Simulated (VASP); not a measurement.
# MnIr (P4/mmm) in VASP: single point with LDA

Aim: the single point of MnIr with LDA.

Everything below comes from runs of VASP 6.6.1. Logs are shortened: lines on timing, memory, paths and dates and some standing lists are left out, and cuts for length are marked.

## 1. The cell of the first run

Symmetry: P4/mmm, No. 123, tetragonal system. The conventional cell has a = 2.726 Å, b = 2.726 Å, c = 3.643 Å, α = 90.00°, β = 90.00°, γ = 90.00°. Within 3.5 Å of Mn (site symmetry 4/mmm) lie 8 Ir at 2.65 Å and 4 Mn at 2.73 Å. Ir (site symmetry 4/mmm) has 8 Mn at 2.65 Å and 4 Ir at 2.73 Å within 3.5 Å.

## 2. Single point, LDA, collinear spin, antiferromagnetic start

Contents of INCAR:

```
PREC = Accurate
ENCUT = 500
EDIFF = 1E-6
ISMEAR = -1
SIGMA = 0.1
LREAL = F
LASPH = T
NELM = 200
ALGO = Normal
ISIF = 2
LWAVE = F
LCHARG = F
ISPIN = 2
MAGMOM = 1.6 -1.6 0 0
LORBIT = 11
LMAXMIX = 4
GGA = CA
NBANDS = 34
GGA_COMPAT = F
```

Contents of KPOINTS:

```
Automatic mesh
0
Gamma
  11 11 4
```

Contents of POSCAR:

```
MnIr
1.0
    2.7258966415      0.0000000000      0.0000000000
    0.0000000000      2.7258966415      0.0000000000
    0.0000000000      0.0000000000      7.2860000000
Mn Ir
2 2
Direct
    0.5000000000      0.5000000000      0.2500000000
    0.5000000000      0.5000000000      0.7500000000
    0.0000000000      0.0000000000      0.0000000000
    0.0000000000      0.0000000000      0.5000000000
```

Potentials or basis: VASP PAW LDA potentials, release 64 (Mn_pv, Ir).

The run is started by

```sh
$ cat potpaw_LDA.64/Mn_pv/POTCAR potpaw_LDA.64/Ir/POTCAR > POTCAR
$ mpirun -np 1 vasp_std > vasp.out
```

OUTCAR:

```text
PREC = Accurate
   ENCUT = 500
   EDIFF = 1E-6
   ISMEAR = -1
   LREAL = F
   LASPH = T
   NELM = 200
   ISIF = 2
   ISPIN = 2
   LORBIT = 11
   GGA = CA

 ion  position               nearest neighbor table
   1  0.500  0.500  0.250-   3 2.65   4 2.65   3 2.65   4 2.65   3 2.65   4 2.65   3 2.65   4 2.65

   2  0.500  0.500  0.750-   3 2.65   4 2.65   3 2.65   4 2.65   3 2.65   4 2.65   3 2.65   4 2.65

   3  0.000  0.000  0.000-   1 2.65   2 2.65   1 2.65   2 2.65   1 2.65   2 2.65   1 2.65   2 2.65
[... 9 lines left out ...]
 A1 = (   2.7258966415,   0.0000000000,   0.0000000000)
 A2 = (   0.0000000000,   2.7258966415,   0.0000000000)
 A3 = (   0.0000000000,   0.0000000000,   7.2860000000)

Analysis of symmetry for initial positions (statically):
=====================================================================
 Subroutine PRICEL returns following result:

  LATTYP: Found a simple tetragonal cell.
 ALAT       =     2.7258966415
 C/A-ratio  =     1.3364409877
[... 12 lines left out ...]
 Subroutine GETGRP returns: Found 16 space group operations
 (whereof 16 operations were pure point group operations)
 out of a pool of 16 trial point group operations.

The static configuration has the point symmetry D_4h.

Analysis of symmetry for dynamics (positions and initial velocities):
=====================================================================
 Subroutine PRICEL returns following result:

  LATTYP: Found a simple tetragonal cell.
 ALAT       =     2.7258966415
 C/A-ratio  =     1.3364409877
[... 12 lines left out ...]
 Subroutine GETGRP returns: Found 16 space group operations
 (whereof 16 operations were pure point group operations)
 out of a pool of 16 trial point group operations.

The dynamic configuration has the point symmetry D_4h.

Analysis of structural, dynamic, and magnetic symmetry:
=====================================================================
 Subroutine PRICEL returns following result:

  LATTYP: Found a simple tetragonal cell.
 ALAT       =     2.7258966415
 C/A-ratio  =     1.3364409877
[... 12 lines left out ...]
 Subroutine GETGRP returns: Found 16 space group operations
 (whereof 16 operations were pure point group operations)
 out of a pool of 16 trial point group operations.

The overall configuration has the point symmetry D_4h.

 Subroutine INISYM returns: Found 16 space group operations
 (whereof 16 operations are pure point group operations),
 and found     2 'primitive' translations

----------------------------------------------------------------------------------------

                                     Primitive cell

  volume of cell :      27.0694

  direct lattice vectors                    reciprocal lattice vectors
     2.725896641  0.000000000  0.000000000     0.366851767  0.000000000  0.000000000
     0.000000000  2.725896641  0.000000000     0.000000000  0.366851767  0.000000000
     0.000000000  0.000000000  3.643000000     0.000000000  0.000000000  0.274499039

  length of vectors
     2.725896641  2.725896641  3.643000000     0.366851767  0.366851767  0.274499039

  position of ions in fractional coordinates (direct lattice)
     0.500000000  0.500000000  0.500000000
     0.000000000  0.000000000  0.000000000

  ion indices of the primitive-cell ions
   primitive index   ion index
                 1           1
                 2           3

----------------------------------------------------------------------------------------

 KPOINTS: Automatic mesh

Automatic generation of k-mesh.
 Grid dimensions read from file:
 generate k-points for:   11   11    4

 Generating k-lattice:

  Cartesian coordinates                     Fractional coordinates (reciprocal lattice)
     0.033350161  0.000000000  0.000000000     0.090909091  0.000000000  0.000000000
     0.000000000  0.033350161  0.000000000     0.000000000  0.090909091  0.000000000
     0.000000000  0.000000000  0.034312380     0.000000000  0.000000000  0.250000000

  Length of vectors
     0.033350161  0.033350161  0.034312380

  Shift w.r.t. Gamma in fractional coordinates (k-lattice)
     0.000000000  0.000000000  0.000000000

 Subroutine IBZKPT returns following result:
 ===========================================

 Found     63 irreducible k-points:

 Following reciprocal coordinates:
            Coordinates               Weight
  0.000000  0.000000  0.000000      1.000000
  0.090909  0.000000  0.000000      4.000000
  0.181818  0.000000  0.000000      4.000000
  0.272727  0.000000  0.000000      4.000000
  0.363636  0.000000  0.000000      4.000000
  0.454545  0.000000  0.000000      4.000000
[... 16 lines left out ...]
  0.090909  0.000000  0.250000      8.000000
  0.181818  0.000000  0.250000      8.000000
 [... further k-points ...]
   k-points           NKPTS =     63   k-points in BZ     NKDIM =     63   number of bands    NBANDS=     34
   number of dos      NEDOS =    301   number of ions     NIONS =      4
   total plane-waves  NPLWV =  21600
   dimension x,y,z NGX =    20 NGY =   20 NGZ =   54
   dimension x,y,z NGXF=    40 NGYF=   40 NGZF=  108
   ions per type =               2   2
   NGX,Y,Z   is equivalent  to a cutoff of  12.20, 12.20, 12.32 a.u.
   NGXF,Y,Z  is equivalent  to a cutoff of  24.40, 24.40, 24.64 a.u.
 SYSTEM =  unknown system
   PREC   = accura    normal or accurate (medium, high low for compatibility)
   ISTART =      0    job   : 0-new  1-cont  2-samecut
   ICHARG =      2    charge: 1-file 2-atom 10-const
   ISPIN  =      2    spin polarized calculation?
   LNONCOLLINEAR =      F non collinear calculations
   LSORBIT =      F    spin-orbit coupling
   LASPH  =      T    aspherical Exc in radial PAW
   ENCUT  =  500.0 eV  36.75 Ry    6.06 a.u.   4.97  4.97 13.28*2*pi/ulx,y,z
   NELM   =    200;   NELMIN=  2; NELMDL= -5     # of ELM steps
   EDIFF  = 0.1E-05   stopping-criterion for ELM
   LREAL  =      F    real-space projection
   EDIFFG = 0.1E-04   stopping-criterion for IOM
   NSW    =      0    number of steps for IOM
   IBRION =     -1    ionic relax: 0-MD 1-quasi-New 2-CG
   NFREE  =      0    steps in history (QN), initial steepest desc. (CG)
   ISIF   =      2    stress and relaxation
   ISYM   =      2    0-nonsym 1-usesym 2-fastsym
   POTIM  = 0.5000    time-step for ionic-motion
   TEBEG  =    0.0;   TEEND  =   0.0 temperature during run
   PSTRESS=    0.0 pullay stress
   NELECT =      44.0000    total number of electrons
   NUPDOWN=      -1.0000    fix difference up-down
   EMIN   =  10.00;   EMAX   =-10.00  energy-range for DOS
   EFERMI =   0.00;   METHOD = LEGACY
   ISMEAR =    -1;   SIGMA  =   0.10  broadening in eV -4-tet -1-fermi 0-gaus
   EFERMI_NEDOS =   21; number of points for ismear=-14 and -15
   IALGO  =     38    algorithm
   IMIX   =      4    mixing-type and parameters
     AMIX     =   0.40;   BMIX     =  1.00
     AMIX_MAG =   1.60;   BMIX_MAG =  1.00
  volume/ion in A,a.u.               =      13.53        91.34
  Fermi-wavevector in a.u.,A,eV,Ry     =   1.527764  2.887056 31.756873  2.334064
  Thomas-Fermi vector in A             =   2.635616
   LORBIT       =     11    0 simple, 1 ext, 2 COOP (PROOUT), +10 PAW based schemes
   GGA     = CA    functional components
   LHFCALC =     F    Hartree Fock is set to
   AEXX    =    0.0000 exact exchange contribution
   IVDW    =     0    specifies the selected vdW correction
   LEPSILON=     F    determine dielectric tensor
   LRPA    =     F    only Hartree local field effects (RPA)
 spin polarized calculation
  energy-cutoff  :      500.00
  volume of cell :       54.14
 maximum number of plane-waves:      1389
 NGX is ok and might be reduce to    20
   NGX =  9   NGY =  9   NGZ = 27

 number of electron      44.0000025 magnetization       0.0000000

 number of electron      44.0000025 magnetization      -0.0000000

 Free energy of the ion-electron system (eV)
  ---------------------------------------------------
  ext. energy  EPLUGINS =         0.00000000
  ---------------------------------------------------
  free energy    TOTEN  =       -40.92728305 eV

  energy without entropy =      -40.75140119  energy(sigma->0) =      -40.83934212

 E-fermi :   9.0053     XC(G=0): -13.7322

 val. band max:        9.0036323330   @ k =   0.0000   0.0000   0.2500
 cond. band min:       9.0165839403   @ k =   0.2727   0.0000   0.2500
 fundamental gap:      0.0129516072
 Fermi energy:         9.0052500897

 spin component 1

 k-point     1 :       0.0000    0.0000    0.0000
  band No.  band energies     occupation
      1     -39.3938      1.00000
      2     -39.1801      1.00000
      3     -39.1801      1.00000
      4     -37.9133      1.00000
      5     -37.8304      1.00000
      6     -37.8304      1.00000
[... 877 lines left out ...]
     33      22.3429      0.00000
     34      23.2144      0.00000

 [... further k-points ...]

 spin component 2

 k-point     1 :       0.0000    0.0000    0.0000
  band No.  band energies     occupation
      1     -39.3938      1.00000
      2     -39.1801      1.00000
      3     -39.1801      1.00000
      4     -37.9133      1.00000
      5     -37.8304      1.00000
      6     -37.8304      1.00000
[... 877 lines left out ...]
     33      22.3429      0.00000
     34      23.2144      0.00000

 [... further k-points ...]

------------------------ aborting loop because EDIFF is reached ----------------------------------------

  FORCE on cell =-STRESS in cart. coord.  units (eV):
  Direction    XX          YY          ZZ          XY          YZ          ZX
  --------------------------------------------------------------------------------------
  -------------------------------------------------------------------------------------
  Total      -10.0569591    -10.0569591     -7.3422707      0.0000000      0.0000000     -0.0000000
  in kB     -297.6249458   -297.6249458   -217.2866464      0.0000000      0.0000000     -0.0000000
  external PRESSURE =    -270.8455127 kB  Pullay stress =       0.0000000 kB

 VOLUME and BASIS-vectors are now :
 -----------------------------------------------------------------------------
  energy-cutoff  :      500.00
  volume of cell :       54.14
      direct lattice vectors                 reciprocal lattice vectors
     2.725896641  0.000000000  0.000000000     0.366851767  0.000000000  0.000000000
     0.000000000  2.725896641  0.000000000     0.000000000  0.366851767  0.000000000
     0.000000000  0.000000000  7.286000000     0.000000000  0.000000000  0.137249520

 POSITION                                       TOTAL-FORCE (eV/Angst)
 -----------------------------------------------------------------------------------
      1.36295      1.36295      1.82150         0.000000      0.000000      0.000000
      1.36295      1.36295      5.46450         0.000000      0.000000      0.000000
      0.00000      0.00000      0.00000         0.000000     -0.000000      0.000000
      0.00000      0.00000      3.64300         0.000000     -0.000000      0.000000
 -----------------------------------------------------------------------------------
    total drift:                               -0.000000     -0.000000      0.000000

  FREE ENERGIE OF THE ION-ELECTRON SYSTEM (eV)
  ---------------------------------------------------
  free  energy   TOTEN  =       -40.9272830549 eV

  energy  without entropy=      -40.7514011905  energy(sigma->0) =      -40.83934212

 total charge

# of ion       s       p       d       tot
------------------------------------------
    1        0.340   6.316   5.065  11.721
    2        0.340   6.316   5.065  11.721
    3        0.715   0.682   6.942   8.339
    4        0.715   0.682   6.942   8.339
--------------------------------------------------
tot          2.111  13.996  24.013  40.121

 magnetization (x)

# of ion       s       p       d       tot
------------------------------------------
    1        0.004   0.003   1.391   1.398
    2       -0.004  -0.003  -1.391  -1.398
    3        0.000   0.000   0.000   0.000
    4        0.000   0.000   0.000   0.000
--------------------------------------------------
tot          0.000   0.000   0.000   0.000
```

It took 6.1 min on 1 thread of Oxide Virtual Turin-like, shared host; peak memory 0.23 GiB.

What came out:

| Item | Value |
| --- | --- |
| Free energy | -40.9273 eV |
| Pressure | -27.1 GPa |
| Band gap on the k mesh | zero (filled and empty bands overlap) |
| Net moment | 0.00 μB per cell |
| Site moments | Mn +1.40, -1.40; Ir +0.00 μB |
| Valence electrons inside the program's atomic spheres | Mn 11.72; Ir 8.34 |

Caveat: the stress differs along the axes, from -30 to -22 GPa; the antiferromagnetic order is the one typed at the start, and another may lie lower; spin-orbit coupling is left out, which moves the levels of the heavy elements.
